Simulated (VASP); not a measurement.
**BiB: single point with PBEsol**

The system is BiB.

```
B Bi
1.0
     0.00000    2.72733    2.72733
     2.72733    0.00000    2.72733
     2.72733    2.72733    0.00000
B Bi
1 1
Direct
  0.00000 0.00000 0.00000
  0.25000 0.25000 0.25000
```

| Property | Result |
| --- | --- |
| Program | VASP 6.6.1 |
| Task | single point |
| Functional | PBEsol |
| Potentials or basis | VASP PAW PBE potentials, release 64 (B, Bi_d) |
| Cutoff | 520 eV |
| k mesh | 8 × 8 × 8 |
| Occupations | fermi-dirac, width 0.02 eV |
| Spin | no spin polarisation |

The pressure is -0.1 GPa. The band gap on the k mesh is 0.45 eV, direct.

Levels at points of the mesh, in eV from the valence-band top:
```csv
k point,band 5,band 6,band 7,band 8,band 9,band 10,band 11,band 12,band 13,band 14
"(0.00, 0.00, 0.00)",-23.02,-14.33,0.00,0.00,0.00,0.45,2.79,2.79,2.79,6.09
"(0.50, 0.00, 0.00)",-23.00,-12.21,-7.83,-1.65,-1.65,0.46,4.16,4.16,5.91,8.37
"(0.50, 0.50, 0.00)",-22.99,-11.26,-7.91,-3.57,-3.57,0.80,0.87,8.36,8.77,8.77
```

Wall time 20 s on 1 thread of Intel(R) Xeon(R) Platinum 8488C (Sapphire Rapids) (shared host), peak memory 0.17 GiB.

Caveat: the PAW data sets were made with another functional, which shifts forces and pressure a little; spin-orbit coupling is left out, which moves the levels of the heavy elements. A k mesh can miss the band edges.
